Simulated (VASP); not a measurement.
# Mg3Zn5O8 (Cm) in VASP: further runs

Runs on Mg3Zn5O8. Level: PBEsol. Tasks: single point.

Everything below comes from runs of VASP 6.6.1. Logs are shortened: lines on timing, memory, paths and dates and some standing lists are left out, and cuts for length are marked.

### 1 The cell of the first run

Symmetry: Cm, No. 8, monoclinic system. Conventional cell: a = 11.245 Å, b = 6.492 Å, c = 5.200 Å, α = 90.00°, β = 90.00°, γ = 90.00°. Mg (site symmetry 1) has 4 O at 1.97 to 1.98 Å within 2.6 Å. Mg (site symmetry m) has 4 O at 1.97 to 1.98 Å within 2.6 Å. Zn (site symmetry m) has 4 O at 1.97 to 1.98 Å within 2.6 Å. Within 2.6 Å of Zn (site symmetry m) lie 4 O at 1.97 to 1.98 Å. Within 2.6 Å of Zn (site symmetry m) lie 4 O at 1.97 to 1.98 Å. Within 2.6 Å of Zn (site symmetry 1) lie 4 O at 1.97 to 1.98 Å. O (site symmetry m) has 3 Mg at 1.97 to 1.98 Å and 1 Zn at 1.98 Å within 2.6 Å. Within 2.6 Å of O (site symmetry m) lie 2 Zn at 1.97 to 1.98 Å and 2 Mg at 1.98 Å.

### 2 Single point, PBEsol

INCAR reads:

```
ALGO = Normal ; EDIFF = 1E-6
ENCUT = 520 ; GGA = PS
ISIF = 2 ; ISMEAR = 0
LASPH = T ; LCHARG = F
LREAL = Auto ; LWAVE = F
NBANDS = 71 ; NELM = 60
PREC = Accurate ; SIGMA = 0.1
```

KPOINTS reads:

```
k-points
0
Gamma
  4 3 3
```

POSCAR reads:

```
Mg3Zn5O8
1.0
    0.0000000000      0.0000000000     -5.2004629300
    3.2460335000      5.6222949500      0.0000000000
    3.2460335000     -5.6222949500      0.0000000000
Mg Zn O
3 5 8
Direct
    0.5000000000      0.1666666700      0.3333333300
    0.5000000000      0.1666666700      0.8333333300
    0.0000000000      0.3333333300      0.6666666700
    0.5000000000      0.6666666700      0.3333333300
    0.5000000000      0.6666666700      0.8333333300
    0.0000000000      0.3333333300      0.1666666700
    0.0000000000      0.8333333300      0.6666666700
    0.0000000000      0.8333333300      0.1666666700
    0.6209900000      0.3333333300      0.6666666700
    0.6209900000      0.3333333300      0.1666666700
    0.6209900000      0.8333333300      0.6666666700
    0.6209900000      0.8333333300      0.1666666700
    0.1209900000      0.1666666700      0.3333333300
    0.1209900000      0.1666666700      0.8333333300
    0.1209900000      0.6666666700      0.3333333300
    0.1209900000      0.6666666700      0.8333333300
```

Potentials or basis: VASP PAW PBE potentials, release 64 (Mg, Zn, O).

On the command line:

```sh
$ cat potpaw_PBE.64/Mg/POTCAR potpaw_PBE.64/Zn/POTCAR potpaw_PBE.64/O/POTCAR > POTCAR
$ mpirun -np 1 vasp_std > vasp.out
```

OUTCAR:

```text
EDIFF = 1E-6
   ENCUT = 520
   GGA = PS
   ISIF = 2
   ISMEAR = 0
   LASPH = T
   LREAL = Auto
   NELM = 60
   PREC = Accurate

 ion  position               nearest neighbor table
   1  0.500  0.167  0.333-  13 1.97  10 1.98  12 1.98   9 1.98   6 3.21   6 3.21   8 3.21   3 3.21
                             3 3.21   8 3.21   5 3.25   5 3.25   4 3.25   2 3.25   2 3.25   4 3.25
   2  0.500  0.167  0.833-  14 1.97   9 1.98  11 1.98  10 1.98   3 3.21   3 3.21   7 3.21   6 3.21
                             6 3.21   7 3.21   4 3.25   4 3.25   1 3.25   5 3.25   1 3.25   5 3.25
   3  0.000  0.333  0.667-   9 1.97  14 1.98  13 1.98  16 1.98   2 3.21   2 3.21   5 3.21   1 3.21
                             1 3.21   5 3.21   8 3.25   8 3.25   7 3.25   6 3.25   6 3.25   7 3.25
   4  0.500  0.667  0.333-  15 1.97  12 1.98  10 1.98  11 1.98   2 3.25   2 3.25   1 3.25   1 3.25

   5  0.500  0.667  0.833-  16 1.97  11 1.98  12 1.98   9 1.98   3 3.21   3 3.21   1 3.25   1 3.25
                             2 3.25   2 3.25
   6  0.000  0.333  0.167-  10 1.97  13 1.98  14 1.98  15 1.98   1 3.21   1 3.21   2 3.21   2 3.21
                             3 3.25   3 3.25
   7  0.000  0.833  0.667-  11 1.97  16 1.98  15 1.98  14 1.98   2 3.21   2 3.21   3 3.25   3 3.25

   8  0.000  0.833  0.167-  12 1.97  15 1.98  13 1.98  16 1.98   1 3.21   1 3.21   3 3.25   3 3.25

   9  0.621  0.333  0.667-   3 1.97   2 1.98   1 1.98   5 1.98
  10  0.621  0.333  0.167-   6 1.97   1 1.98   4 1.98   2 1.98
  11  0.621  0.833  0.667-   7 1.97   5 1.98   2 1.98   4 1.98
  12  0.621  0.833  0.167-   8 1.97   4 1.98   5 1.98   1 1.98
  13  0.121  0.167  0.333-   1 1.97   6 1.98   3 1.98   8 1.98
  14  0.121  0.167  0.833-   2 1.97   3 1.98   6 1.98   7 1.98
  15  0.121  0.667  0.333-   4 1.97   8 1.98   7 1.98   6 1.98
  16  0.121  0.667  0.833-   5 1.97   7 1.98   3 1.98   8 1.98

  LATTYP: Found a hexagonal cell.
 ALAT       =     6.4920670043
 C/A-ratio  =     0.8010488688

  Lattice vectors:

 A1 = (   3.2460335000,   5.6222949500,   0.0000000000)
 A2 = (   3.2460335000,  -5.6222949500,   0.0000000000)
 A3 = (   0.0000000000,   0.0000000000,  -5.2004629300)

Analysis of symmetry for initial positions (statically):
=====================================================================
 Subroutine PRICEL returns:
 Original cell was already a primitive cell.

 Routine SETGRP: Setting up the symmetry group for a
 hexagonal supercell.

 Subroutine GETGRP returns: Found  2 space group operations
 (whereof  2 operations were pure point group operations)
 out of a pool of 24 trial point group operations.

The static configuration has the point symmetry C_1h.

Analysis of symmetry for dynamics (positions and initial velocities):
=====================================================================
 Subroutine PRICEL returns:
 Original cell was already a primitive cell.

 Routine SETGRP: Setting up the symmetry group for a
 hexagonal supercell.

 Subroutine GETGRP returns: Found  2 space group operations
 (whereof  2 operations were pure point group operations)
 out of a pool of 24 trial point group operations.

The dynamic configuration has the point symmetry C_1h.

 Subroutine INISYM returns: Found  2 space group operations
 (whereof  2 operations are pure point group operations),
 and found     1 'primitive' translations

----------------------------------------------------------------------------------------

                                     Primitive cell

  volume of cell :     189.8185

  direct lattice vectors                    reciprocal lattice vectors
     0.000000000  0.000000000 -5.200462930     0.000000000  0.000000000 -0.192290574
     3.246033500  5.622294950  0.000000000     0.154034147  0.088931656  0.000000000
     3.246033500 -5.622294950  0.000000000     0.154034147 -0.088931656  0.000000000

  length of vectors
     5.200462930  6.492067004  6.492067004     0.192290574  0.177863312  0.177863312

  position of ions in fractional coordinates (direct lattice)
     0.500000000  0.166666670  0.333333330
     0.500000000  0.166666670  0.833333330
     0.000000000  0.333333330  0.666666670
     0.500000000  0.666666670  0.333333330
     0.500000000  0.666666670  0.833333330
     0.000000000  0.333333330  0.166666670
[... 8 lines left out ...]
     0.120990000  0.666666670  0.333333330
     0.120990000  0.666666670  0.833333330

  ion indices of the primitive-cell ions
   primitive index   ion index
                 1           1
                 2           2
                 3           3
                 4           4
                 5           5
                 6           6
[... 8 lines left out ...]
                15          15
                16          16

----------------------------------------------------------------------------------------

 KPOINTS: k-points

Automatic generation of k-mesh.
 Grid dimensions read from file:
 generate k-points for:    4    3    3

 Generating k-lattice:

  Cartesian coordinates                     Fractional coordinates (reciprocal lattice)
     0.000000000  0.000000000 -0.048072643     0.250000000  0.000000000  0.000000000
     0.051344716  0.029643885  0.000000000     0.000000000  0.333333333 -0.000000000
     0.051344716 -0.029643885  0.000000000     0.000000000 -0.000000000  0.333333333

  Length of vectors
     0.048072643  0.059287771  0.059287771

  Shift w.r.t. Gamma in fractional coordinates (k-lattice)
     0.000000000  0.000000000  0.000000000

 Subroutine IBZKPT returns following result:
 ===========================================

 Found     14 irreducible k-points:

 Following reciprocal coordinates:
            Coordinates               Weight
  0.000000  0.000000  0.000000      1.000000
  0.250000  0.000000  0.000000      2.000000
  0.500000  0.000000  0.000000      1.000000
  0.000000  0.333333 -0.000000      2.000000
  0.000000 -0.000000  0.333333      4.000000
  0.250000  0.333333 -0.000000      2.000000
  0.250000 -0.000000  0.333333      4.000000
  0.250000 -0.333333  0.333333      4.000000
  0.250000 -0.333333  0.000000      2.000000
  0.500000  0.333333 -0.000000      2.000000
  0.500000 -0.000000  0.333333      4.000000
  0.000000  0.333333  0.333333      2.000000
  0.250000  0.333333  0.333333      4.000000
  0.500000  0.333333  0.333333      2.000000
   k-points           NKPTS =     14   k-points in BZ     NKDIM =     14   number of bands    NBANDS=     71
   number of dos      NEDOS =    301   number of ions     NIONS =     16
   total plane-waves  NPLWV =  92160
   dimension x,y,z NGX =    40 NGY =   48 NGZ =   48
   dimension x,y,z NGXF=    80 NGYF=   96 NGZF=   96
   ions per type =               3   5   8
   NGX,Y,Z   is equivalent  to a cutoff of  12.79, 12.29, 12.29 a.u.
   NGXF,Y,Z  is equivalent  to a cutoff of  25.57, 24.58, 24.58 a.u.
 SYSTEM =  unknown system
   PREC   = accura    normal or accurate (medium, high low for compatibility)
   ISTART =      0    job   : 0-new  1-cont  2-samecut
   ICHARG =      2    charge: 1-file 2-atom 10-const
   ISPIN  =      1    spin polarized calculation?
   LNONCOLLINEAR =      F non collinear calculations
   LSORBIT =      F    spin-orbit coupling
   LASPH  =      T    aspherical Exc in radial PAW
   ENCUT  =  520.0 eV  38.22 Ry    6.18 a.u.   9.67 12.07 12.07*2*pi/ulx,y,z
   NELM   =     60;   NELMIN=  2; NELMDL= -5     # of ELM steps
   EDIFF  = 0.1E-05   stopping-criterion for ELM
   LREAL  =      T    real-space projection
   EDIFFG = 0.1E-04   stopping-criterion for IOM
   NSW    =      0    number of steps for IOM
   IBRION =     -1    ionic relax: 0-MD 1-quasi-New 2-CG
   NFREE  =      0    steps in history (QN), initial steepest desc. (CG)
   ISIF   =      2    stress and relaxation
   ISYM   =      2    0-nonsym 1-usesym 2-fastsym
   POTIM  = 0.5000    time-step for ionic-motion
   TEBEG  =    0.0;   TEEND  =   0.0 temperature during run
   PSTRESS=    0.0 pullay stress
   NELECT =     114.0000    total number of electrons
   NUPDOWN=      -1.0000    fix difference up-down
   EMIN   =  10.00;   EMAX   =-10.00  energy-range for DOS
   EFERMI =   0.00;   METHOD = LEGACY
   ISMEAR =     0;   SIGMA  =   0.10  broadening in eV -4-tet -1-fermi 0-gaus
   EFERMI_NEDOS =   21; number of points for ismear=-14 and -15
   IALGO  =     38    algorithm
   IMIX   =      4    mixing-type and parameters
     AMIX     =   0.40;   BMIX     =  1.00
     AMIX_MAG =   1.60;   BMIX_MAG =  1.00
  volume/ion in A,a.u.               =      11.86        80.06
  Fermi-wavevector in a.u.,A,eV,Ry     =   1.381222  2.610132 25.956854  1.907775
  Thomas-Fermi vector in A             =   2.506027
   LORBIT       =      0    0 simple, 1 ext, 2 COOP (PROOUT), +10 PAW based schemes
   GGA     = PS    functional components
   LHFCALC =     F    Hartree Fock is set to
   AEXX    =    0.0000 exact exchange contribution
   IVDW    =     0    specifies the selected vdW correction
   LEPSILON=     F    determine dielectric tensor
   LRPA    =     F    only Hartree local field effects (RPA)
 non-spin polarized calculation
 Gauss-broadening in eV      SIGMA  =   0.10
  energy-cutoff  :      520.00
  volume of cell :      189.82
 maximum number of plane-waves:      5119
 NGX is ok and might be reduce to    40
   NGX = 19   NGY = 25   NGZ = 25

 number of electron     114.0000054 magnetization

 Free energy of the ion-electron system (eV)
  ---------------------------------------------------
  ext. energy  EPLUGINS =         0.00000000
  ---------------------------------------------------
  free energy    TOTEN  =       -85.43889048 eV

  energy without entropy =      -85.43889048  energy(sigma->0) =      -85.43889048

 E-fermi :   1.6108     XC(G=0): -10.7291

 val. band max:        1.1711746667   @ k =   0.0000   0.0000   0.0000
 cond. band min:       2.6676114786   @ k =   0.0000   0.0000   0.0000
 fundamental gap:      1.4964368119
 Fermi energy:         1.6107911148

 k-point     1 :       0.0000    0.0000    0.0000
  band No.  band energies     occupation
      1     -16.3581      2.00000
      2     -15.7540      2.00000
      3     -15.6482      2.00000
      4     -15.6063      2.00000
      5     -15.5909      2.00000
      6     -15.3680      2.00000
[... 61 lines left out ...]
     68       8.8536      0.00000
     69       9.6090      0.00000
[... 934 lines left out ...]
     68      10.3424      0.00000
     69      10.5048      0.00000
 [bands above 69 left out]

------------------------ aborting loop because EDIFF is reached ----------------------------------------

  FORCE on cell =-STRESS in cart. coord.  units (eV):
  Direction    XX          YY          ZZ          XY          YZ          ZX
  --------------------------------------------------------------------------------------
  -------------------------------------------------------------------------------------
  Total       -0.4253552     -0.1913428      0.7339726     -0.2026607      0.0087173      0.0150988
  in kB       -3.5902422     -1.6150429      6.1951497     -1.7105728      0.0735786      0.1274421
  external PRESSURE =       0.3299549 kB  Pullay stress =       0.0000000 kB

 VOLUME and BASIS-vectors are now :
 -----------------------------------------------------------------------------
  energy-cutoff  :      520.00
  volume of cell :      189.82
      direct lattice vectors                 reciprocal lattice vectors
     0.000000000  0.000000000 -5.200462930     0.000000000  0.000000000 -0.192290574
     3.246033500  5.622294950  0.000000000     0.154034147  0.088931656  0.000000000
     3.246033500 -5.622294950  0.000000000     0.154034147 -0.088931656  0.000000000

 POSITION                                       TOTAL-FORCE (eV/Angst)
 -----------------------------------------------------------------------------------
      1.62302     -0.93705     -2.60023         0.049800      0.117469     -0.151050
      3.24603     -3.74820     -2.60023         0.126631     -0.015606     -0.151050
      3.24603     -1.87410      0.00000         0.079192      0.045722      0.021998
      3.24603      1.87410     -2.60023        -0.108431     -0.062603     -0.205818
      4.86905     -0.93705     -2.60023        -0.083619     -0.048278     -0.128908
      1.62302      0.93705      0.00000        -0.070711     -0.040825      0.022621
[... 8 lines left out ...]
      3.24603      1.87410     -0.62920         0.018527      0.010696      0.047126
      4.86905     -0.93705     -0.62920        -0.065804     -0.037992      0.096375
 -----------------------------------------------------------------------------------
    total drift:                               -0.000082      0.000007     -0.050657

  FREE ENERGIE OF THE ION-ELECTRON SYSTEM (eV)
  ---------------------------------------------------
  free  energy   TOTEN  =       -85.4388904802 eV

  energy  without entropy=      -85.4388904802  energy(sigma->0) =      -85.43889048
```

It took 8.3 min on 1 thread of Intel Xeon 8259CL, shared host; peak memory 0.36 GiB.

Results:

```
Free energy            : -85.4389 eV
Pressure               : 0.0 GPa
Largest force          : 0.241 eV/Å
Band gap on the k mesh : 1.50 eV
```

Forces in eV/Å, atoms in the order of the input:
```
Mg   0.050  0.117 -0.151
Mg   0.127 -0.016 -0.151
Mg   0.079  0.046  0.022
Zn  -0.108 -0.063 -0.206
Zn  -0.084 -0.048 -0.129
Zn  -0.071 -0.041  0.023
Zn   0.073 -0.072 -0.058
Zn  -0.026  0.099 -0.058
O   -0.157 -0.090  0.128
O   -0.086 -0.050  0.177
O    0.078  0.069  0.111
O    0.099  0.033  0.111
O    0.103 -0.094  0.019
O   -0.030  0.136  0.019
O    0.019  0.011  0.047
O   -0.066 -0.038  0.096
```

Stress tensor (GPa, compression positive):
```
-0.36 -0.17  0.01
-0.17 -0.16  0.01
 0.01  0.01  0.62
```

Caveat: the PAW data sets were made with another functional, which shifts forces and pressure a little.

### 3 Single point, PBEsol

This run uses another cell than the first one, of 11.82 Å³/atom.

INCAR reads:

```
PREC = Accurate ; ENCUT = 520
EDIFF = 1E-6 ; ISMEAR = 0
SIGMA = 0.02 ; LREAL = Auto
LASPH = T ; NELM = 60
ALGO = Normal ; ISIF = 2
LWAVE = F ; LCHARG = F
GGA = PS ; NBANDS = 71
```

KPOINTS reads:

```
regular mesh
0
Gamma
  4 4 4
```

POSCAR reads:

```
Mg3Zn5O8
1.0
    0.0001214041      0.0000700927     -5.1819081577
    3.2293354905      5.6211200203     -0.0001515564
    3.2533649901     -5.6349934584      0.0000000000
Mg Zn O
3 5 8
Direct
    0.5009242315      0.1669258967      0.3325994983
    0.5009242315      0.1669258967      0.8343263984
   -0.0017315824      0.3359043130      0.6679521565
    0.5051220040      0.6648040608      0.3324020304
    0.5032126337      0.6641594510      0.8320797255
    0.0004612370      0.3324239880      0.1662119940
    0.0023453285      0.8344891342      0.6679284808
    0.0023453285      0.8344891342      0.1665606534
    0.6173198666      0.3297755669      0.6648877835
    0.6188197399      0.3310884526      0.1655442263
    0.6196469846      0.8326966559      0.6666285928
    0.6196469846      0.8326966559      0.1660680631
    0.1188954293      0.1689587841      0.3357841572
    0.1188954293      0.1689587841      0.8331746269
    0.1208956519      0.6675456325      0.3337728163
    0.1201965015      0.6681575935      0.8340787967
```

Potentials or basis: VASP PAW PBE potentials, release 64 (Mg, Zn, O).

On the command line:

```sh
$ cat potpaw_PBE.64/Mg/POTCAR potpaw_PBE.64/Zn/POTCAR potpaw_PBE.64/O/POTCAR > POTCAR
$ mpirun -np 1 vasp_std > vasp.out
```

Wall time 12 min (1 thread of Intel Xeon 8259CL, shared host); peak memory 0.41 GiB.

Results (log left out):

| Property | Result |
| --- | --- |
| Free energy | -85.4562 eV |
| Pressure | 0.5 GPa |
| Largest force | 0.078 eV/Å |
| Band gap on the k mesh | 1.52 eV |

Forces on the atoms (eV/Å):
```
Mg   0.000 -0.002  0.005
Mg  -0.002  0.001  0.005
Mg  -0.003 -0.002  0.001
Zn   0.005  0.003  0.004
Zn   0.003  0.002  0.001
Zn   0.001  0.001  0.000
Zn  -0.003  0.003 -0.001
Zn   0.001 -0.004 -0.001
O   -0.053 -0.031 -0.023
O   -0.056 -0.032  0.041
O    0.052  0.031  0.019
O    0.053  0.030  0.019
O    0.055 -0.032 -0.045
O    0.000  0.064 -0.045
O    0.000  0.000  0.000
O   -0.055 -0.032  0.019
```

Levels at points of the mesh, in eV from the valence-band top:
```tsv
k point	band 53	band 54	band 55	band 56	band 57	band 58	band 59	band 60	band 61	band 62
(0.00, 0.00, 0.00)	-0.71	-0.68	-0.14	-0.09	0.00	1.52	5.79	6.38	6.53	6.69
(0.50, 0.00, 0.00)	-0.95	-0.55	-0.49	-0.30	-0.27	3.95	4.17	5.90	5.98	6.00
(0.00, 0.50, 0.00)	-1.02	-0.75	-0.70	-0.26	-0.13	3.59	4.19	6.35	6.44	7.29
(0.50, 0.50, 0.00)	-0.88	-0.85	-0.83	-0.63	-0.59	5.03	5.09	5.45	5.80	6.63
(0.00, 0.00, 0.50)	-1.12	-0.57	-0.54	-0.40	-0.30	3.76	3.96	6.34	6.57	7.52
(0.50, 0.00, 0.50)	-0.91	-0.88	-0.85	-0.82	-0.59	5.09	5.31	5.37	5.41	6.71
```

Caveat: the PAW data sets were made with another functional, which shifts forces and pressure a little.

[end of part 1 of 2]
